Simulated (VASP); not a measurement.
# Al2O3 (P-3m1) in VASP: notebook

Runs on Al2O3. Level: PBEsol. Tasks: single point, relaxation of cell and atoms.

Everything below comes from runs of VASP 6.6.1. Logs are shortened: lines on timing, memory, paths and dates and some standing lists are left out, and cuts for length are marked.

## (1) The cell of the first run

The structure is trigonal, space group P-3m1 (No. 164). Conventional cell: a = 2.870 Å, b = 2.870 Å, c = 6.963 Å, α = 90.00°, β = 90.00°, γ = 120.00°. Within 2.4 Å of Al (site symmetry 3m) lie 6 O at 1.79 to 2.14 Å. Within 2.8 Å of O (site symmetry -3m) lie 6 Al at 2.14 Å and 6 O at 2.63 Å. O (site symmetry 3m) has 3 Al at 1.79 Å within 2.4 Å.

## (2) Single point, PBEsol

The input, INCAR:

```
PREC = Accurate ; ENCUT = 520
EDIFF = 1E-7 ; ISMEAR = -1
SIGMA = 0.03 ; LREAL = F
LASPH = T ; NELM = 60
ALGO = Normal ; ISIF = 2
LWAVE = F ; LCHARG = F
GGA = PS ; NBANDS = 20
```

The input, KPOINTS:

```
regular mesh
0
Gamma
  9 9 4
```

The input, POSCAR:

```
Al2O3
1.0
    2.8699370226      0.0000000000      0.0000000000
   -1.4349685113      2.4854383688      0.0000000000
    0.0000000000      0.0000000000      6.9629712380
Al O
2 3
Direct
    0.3333333333      0.6666666667      0.1955662253
    0.6666666667      0.3333333333      0.8044337747
    0.0000000000      0.0000000000      0.0000000000
    0.3333333333      0.6666666667      0.7070629491
    0.6666666667      0.3333333333      0.2929370509
```

Potentials or basis: VASP PAW PBE potentials, release 64 (Al, O).

Started as:

```bash
$ cat potpaw_PBE.64/Al/POTCAR potpaw_PBE.64/O/POTCAR > POTCAR
$ mpirun -np 1 vasp_std > vasp.out
```

OUTCAR:

```text
PREC = Accurate
   ENCUT = 520
   EDIFF = 1E-7
   ISMEAR = -1
   LREAL = F
   LASPH = T
   NELM = 60
   ISIF = 2
   GGA = PS

 ion  position               nearest neighbor table
   1  0.333  0.667  0.196-   5 1.79   5 1.79   5 1.79   3 2.14   3 2.14   3 2.14   2 3.19   2 3.19
                             2 3.19
   2  0.667  0.333  0.804-   4 1.79   4 1.79   4 1.79   3 2.14   3 2.14   3 2.14   1 3.19   1 3.19
                             1 3.19
   3  0.000  0.000  0.000-   1 2.14   2 2.14   1 2.14   2 2.14   2 2.14   1 2.14
   4  0.333  0.667  0.707-   2 1.79   2 1.79   2 1.79
   5  0.667  0.333  0.293-   1 1.79   1 1.79   1 1.79

  LATTYP: Found a hexagonal cell.
 ALAT       =     2.8699370226
 C/A-ratio  =     2.4261756210

  Lattice vectors:

 A1 = (   2.8699370226,   0.0000000000,   0.0000000000)
 A2 = (  -1.4349685113,   2.4854383688,   0.0000000000)
 A3 = (   0.0000000000,   0.0000000000,   6.9629712380)

Analysis of symmetry for initial positions (statically):
=====================================================================
 Subroutine PRICEL returns:
 Original cell was already a primitive cell.

 Routine SETGRP: Setting up the symmetry group for a
 hexagonal supercell.

 Subroutine GETGRP returns: Found 12 space group operations
 (whereof 12 operations were pure point group operations)
 out of a pool of 24 trial point group operations.

The static configuration has the point symmetry D_3d.

Analysis of symmetry for dynamics (positions and initial velocities):
=====================================================================
 Subroutine PRICEL returns:
 Original cell was already a primitive cell.

 Routine SETGRP: Setting up the symmetry group for a
 hexagonal supercell.

 Subroutine GETGRP returns: Found 12 space group operations
 (whereof 12 operations were pure point group operations)
 out of a pool of 24 trial point group operations.

The dynamic configuration has the point symmetry D_3d.

 Subroutine INISYM returns: Found 12 space group operations
 (whereof 12 operations are pure point group operations),
 and found     1 'primitive' translations

----------------------------------------------------------------------------------------

                                     Primitive cell

  volume of cell :      49.6672

  direct lattice vectors                    reciprocal lattice vectors
     2.869937023  0.000000000  0.000000000     0.348439702  0.201171756  0.000000000
    -1.434968511  2.485438369  0.000000000     0.000000000  0.402343511  0.000000000
     0.000000000  0.000000000  6.962971238     0.000000000  0.000000000  0.143616851

  length of vectors
     2.869937023  2.869937023  6.962971238     0.402343511  0.402343511  0.143616851

  position of ions in fractional coordinates (direct lattice)
     0.333333333  0.666666667  0.195566225
     0.666666667  0.333333333  0.804433775
     0.000000000  0.000000000  0.000000000
     0.333333333  0.666666667  0.707062949
     0.666666667  0.333333333  0.292937051

  ion indices of the primitive-cell ions
   primitive index   ion index
                 1           1
                 2           2
                 3           3
                 4           4
                 5           5

----------------------------------------------------------------------------------------

 KPOINTS: regular mesh

Automatic generation of k-mesh.
 Grid dimensions read from file:
 generate k-points for:    9    9    4

 Generating k-lattice:

  Cartesian coordinates                     Fractional coordinates (reciprocal lattice)
     0.038715522  0.022352417  0.000000000     0.111111111  0.000000000  0.000000000
     0.000000000  0.044704835  0.000000000     0.000000000  0.111111111  0.000000000
     0.000000000  0.000000000  0.035904213     0.000000000  0.000000000  0.250000000

  Length of vectors
     0.044704835  0.044704835  0.035904213

  Shift w.r.t. Gamma in fractional coordinates (k-lattice)
     0.000000000  0.000000000  0.000000000

 Subroutine IBZKPT returns following result:
 ===========================================

 Found     43 irreducible k-points:

 Following reciprocal coordinates:
            Coordinates               Weight
  0.000000  0.000000  0.000000      1.000000
  0.111111  0.000000  0.000000      6.000000
  0.222222  0.000000  0.000000      6.000000
  0.333333  0.000000  0.000000      6.000000
  0.444444  0.000000  0.000000      6.000000
  0.111111  0.111111  0.000000      6.000000
[... 16 lines left out ...]
  0.222222  0.111111  0.250000     12.000000
 -0.111111  0.333333  0.250000     12.000000
 [... further k-points ...]
   k-points           NKPTS =     43   k-points in BZ     NKDIM =     43   number of bands    NBANDS=     20
   number of dos      NEDOS =    301   number of ions     NIONS =      5
   total plane-waves  NPLWV =  31104
   dimension x,y,z NGX =    24 NGY =   24 NGZ =   54
   dimension x,y,z NGXF=    48 NGYF=   48 NGZF=  108
   ions per type =               2   3
   NGX,Y,Z   is equivalent  to a cutoff of  13.90, 13.90, 12.89 a.u.
   NGXF,Y,Z  is equivalent  to a cutoff of  27.80, 27.80, 25.79 a.u.
 SYSTEM =  unknown system
   PREC   = accura    normal or accurate (medium, high low for compatibility)
   ISTART =      0    job   : 0-new  1-cont  2-samecut
   ICHARG =      2    charge: 1-file 2-atom 10-const
   ISPIN  =      1    spin polarized calculation?
   LNONCOLLINEAR =      F non collinear calculations
   LSORBIT =      F    spin-orbit coupling
   LASPH  =      T    aspherical Exc in radial PAW
   ENCUT  =  520.0 eV  38.22 Ry    6.18 a.u.   5.34  5.34 12.95*2*pi/ulx,y,z
   NELM   =     60;   NELMIN=  2; NELMDL= -5     # of ELM steps
   EDIFF  = 0.1E-06   stopping-criterion for ELM
   LREAL  =      F    real-space projection
   EDIFFG = 0.1E-05   stopping-criterion for IOM
   NSW    =      0    number of steps for IOM
   IBRION =     -1    ionic relax: 0-MD 1-quasi-New 2-CG
   NFREE  =      0    steps in history (QN), initial steepest desc. (CG)
   ISIF   =      2    stress and relaxation
   ISYM   =      2    0-nonsym 1-usesym 2-fastsym
   POTIM  = 0.5000    time-step for ionic-motion
   TEBEG  =    0.0;   TEEND  =   0.0 temperature during run
   PSTRESS=    0.0 pullay stress
   NELECT =      24.0000    total number of electrons
   NUPDOWN=      -1.0000    fix difference up-down
   EMIN   =  10.00;   EMAX   =-10.00  energy-range for DOS
   EFERMI =   0.00;   METHOD = LEGACY
   ISMEAR =    -1;   SIGMA  =   0.03  broadening in eV -4-tet -1-fermi 0-gaus
   EFERMI_NEDOS =   21; number of points for ismear=-14 and -15
   IALGO  =     38    algorithm
   IMIX   =      4    mixing-type and parameters
     AMIX     =   0.40;   BMIX     =  1.00
     AMIX_MAG =   1.60;   BMIX_MAG =  1.00
  volume/ion in A,a.u.               =       9.93        67.03
  Fermi-wavevector in a.u.,A,eV,Ry     =   1.284661  2.427658 22.454433  1.650354
  Thomas-Fermi vector in A             =   2.416842
   LORBIT       =      0    0 simple, 1 ext, 2 COOP (PROOUT), +10 PAW based schemes
   GGA     = PS    functional components
   LHFCALC =     F    Hartree Fock is set to
   AEXX    =    0.0000 exact exchange contribution
   IVDW    =     0    specifies the selected vdW correction
   LEPSILON=     F    determine dielectric tensor
   LRPA    =     F    only Hartree local field effects (RPA)
 non-spin polarized calculation
  energy-cutoff  :      520.00
  volume of cell :       49.67
 maximum number of plane-waves:      1370
 NGX is ok and might be reduce to    24
   NGX = 11   NGY = 11   NGZ = 25

 number of electron      23.9999996 magnetization

 Free energy of the ion-electron system (eV)
  ---------------------------------------------------
  ext. energy  EPLUGINS =         0.00000000
  ---------------------------------------------------
  free energy    TOTEN  =       -38.25039738 eV

  energy without entropy =      -38.25039738  energy(sigma->0) =      -38.25039738

 E-fermi :   4.9351     XC(G=0): -10.8746

 val. band max:        4.3088770610   @ k =   0.1111   0.0000   0.0000
 cond. band min:       8.9576379744   @ k =   0.0000   0.0000   0.0000
 fundamental gap:      4.6487609134
 Fermi energy:         4.9350502466

 k-point     1 :       0.0000    0.0000    0.0000
  band No.  band energies     occupation
      1     -14.9407      2.00000
      2     -13.5523      2.00000
      3     -12.5016      2.00000
      4      -1.0178      2.00000
      5       1.4593      2.00000
      6       2.4415      2.00000
[... 12 lines left out ...]
     19      18.1957      0.00000
     20      20.1194      0.00000

 k-point     2 :       0.1111    0.0000    0.0000
  band No.  band energies     occupation
      1     -14.7837      2.00000
      2     -13.4375      2.00000
      3     -12.4445      2.00000
      4      -0.9632      2.00000
      5       1.1043      2.00000
      6       2.1815      2.00000
[... 12 lines left out ...]
     19      18.5079      0.00000
     20      19.0344      0.00000

 k-point     3 :       0.2222    0.0000    0.0000
  band No.  band energies     occupation
      1     -14.3445      2.00000
      2     -13.1321      2.00000
      3     -12.3131      2.00000
      4      -0.9821      2.00000
      5       0.0228      2.00000
      6       1.1272      2.00000
[... 12 lines left out ...]
     19      17.9470      0.00000
     20      18.6037      0.00000

 k-point     4 :       0.3333    0.0000    0.0000
  band No.  band energies     occupation
      1     -13.7274      2.00000
      2     -12.7575      2.00000
      3     -12.2176      2.00000
      4      -1.6248      2.00000
      5      -0.8922      2.00000
      6      -0.0956      2.00000
[... 429 lines left out ...]
 k-point    23 :       0.2222    0.1111    0.2500
  band No.  band energies     occupation
      1     -13.9435      2.00000
      2     -12.9188      2.00000
      3     -12.2081      2.00000
      4      -1.1595      2.00000
      5      -0.5062      2.00000
      6       0.3915      2.00000
[... 12 lines left out ...]
     19      17.6469      0.00000
     20      18.3932      0.00000

 k-point    24 :      -0.1111    0.3333    0.2500
  band No.  band energies     occupation
      1     -13.9420      2.00000
      2     -12.9252      2.00000
      3     -12.2023      2.00000
      4      -1.1882      2.00000
      5      -0.5725      2.00000
      6       0.4158      2.00000
[... 12 lines left out ...]
     19      17.3958      0.00000
     20      18.5263      0.00000

 [... further k-points ...]
[... 5 lines left out ...]
  --------------------------------------------------------------------------------------
  -------------------------------------------------------------------------------------
  Total        0.1554954      0.1554954     -0.0327926      0.0000000     -0.0000000     -0.0000000
  in kB        5.0160084      5.0160084     -1.0578304      0.0000000     -0.0000000     -0.0000000
  external PRESSURE =       2.9913955 kB  Pullay stress =       0.0000000 kB

 VOLUME and BASIS-vectors are now :
 -----------------------------------------------------------------------------
  energy-cutoff  :      520.00
  volume of cell :       49.67
      direct lattice vectors                 reciprocal lattice vectors
     2.869937023  0.000000000  0.000000000     0.348439702  0.201171756  0.000000000
    -1.434968511  2.485438369  0.000000000     0.000000000  0.402343511  0.000000000
     0.000000000  0.000000000  6.962971238     0.000000000  0.000000000  0.143616851

 POSITION                                       TOTAL-FORCE (eV/Angst)
 -----------------------------------------------------------------------------------
     -0.00000      1.65696      1.36172        -0.000000      0.000000      0.033111
      1.43497      0.82848      5.60125         0.000000     -0.000000     -0.033111
      0.00000      0.00000      0.00000         0.000000      0.000000      0.000000
     -0.00000      1.65696      4.92326         0.000000      0.000000      0.016007
      1.43497      0.82848      2.03971         0.000000     -0.000000     -0.016007
 -----------------------------------------------------------------------------------
    total drift:                                0.000000     -0.000000     -0.000000

  FREE ENERGIE OF THE ION-ELECTRON SYSTEM (eV)
  ---------------------------------------------------
  free  energy   TOTEN  =       -38.2503973824 eV

  energy  without entropy=      -38.2503973824  energy(sigma->0) =      -38.25039738
```

Run time: 25 s. Hardware: 1 thread of Intel Xeon Platinum 8488C (Sapphire Rapids), shared host; peak memory 0.18 GiB.

What came out:

```
Free energy            : -38.2504 eV
Pressure               : 0.3 GPa
Largest force          : 0.033 eV/Å
Band gap on the k mesh : 4.65 eV, indirect (least direct gap 4.71 eV)
```

Forces on the atoms (eV/Å):
```
Al   0.000  0.000  0.033
Al   0.000  0.000 -0.033
O    0.000  0.000  0.000
O    0.000  0.000  0.016
O    0.000  0.000 -0.016
```

Caveat: the PAW data sets were made with another functional, which shifts forces and pressure a little.

(Continued in part 2 of 2.)
